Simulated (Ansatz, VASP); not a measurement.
# ZnSe in VASP and in Ansatz

Contents of INCAR:

```
PREC = Accurate
ENCUT = 500
EDIFF = 1E-6
ISMEAR = 0
SIGMA = 0.1
LREAL = False
LASPH = True
NELM = 120
ALGO = Normal
ISIF = 2
LWAVE = False
LCHARG = False
NBANDS = 16
GGA_COMPAT = False
```

File KPOINTS:

```
Automatic mesh
0
Gamma
  6 6 6
```

File POSCAR:

```
ZnSe
1.0
    0.0000000000      2.8324425400      2.8324425400
    2.8324425400      0.0000000000      2.8324425400
    2.8324425400      2.8324425400      0.0000000000
Zn Se
1 1
Direct
    0.0000000000      0.0000000000      0.0000000000
    0.2500000000      0.2500000000      0.2500000000
```

Input for Ansatz:

```yaml
crystal:
  lattice:
    - [0.0, 2.83244254, 2.83244254]
    - [2.83244254, 0.0, 2.83244254]
    - [2.83244254, 2.83244254, 0.0]
  atoms:
    - { symbol: Zn, position: [0.0, 0.0, 0.0] }
    - { symbol: Se, position: [0.25, 0.25, 0.25] }
basis:
  ecutwfc: 420
kpoints:
  mp_grid: { grid: [6, 6, 6] }
hamiltonian:
  xc: lda
scf:
  occupations: { method: gaussian, width: 0.1 }
output:
  forces: true
  stress: true
  eigenvalues: true
```

Alike in both runs: task single point; functional LDA; k mesh 6 × 6 × 6; occupations gaussian, width 0.1 eV; no spin polarisation.

|  | VASP | Ansatz |
| --- | --- | --- |
| version | VASP 6.6.1 | Ansatz 0.2.0 |
| potentials or method | VASP PAW LDA potentials, release 64 (Zn, Se), cutoff 500 eV | scalar-relativistic, plane waves, PAW |
| valence electrons in the cell | 18 | 28 |

Ansatz gave:

| Item | Value |
| --- | --- |
| gap on the k mesh at the Fermi level (eV) | 1.04 |
| least direct gap on the mesh (eV) | 1.04 |
| pressure (GPa) | -3.3 |

Question: Estimate VASP's values.

Answer: gap on the k mesh at the Fermi level (eV): 1.07; least direct gap on the mesh (eV): 1.07; pressure (GPa): -3.0.

LDA's correlation is that of Perdew and Zunger in VASP and of Perdew and Wang (1992) in Ansatz. VASP's potentials hold 18 valence electrons a cell and Ansatz's 28, so a difference there can come from the potentials and not from the codes.
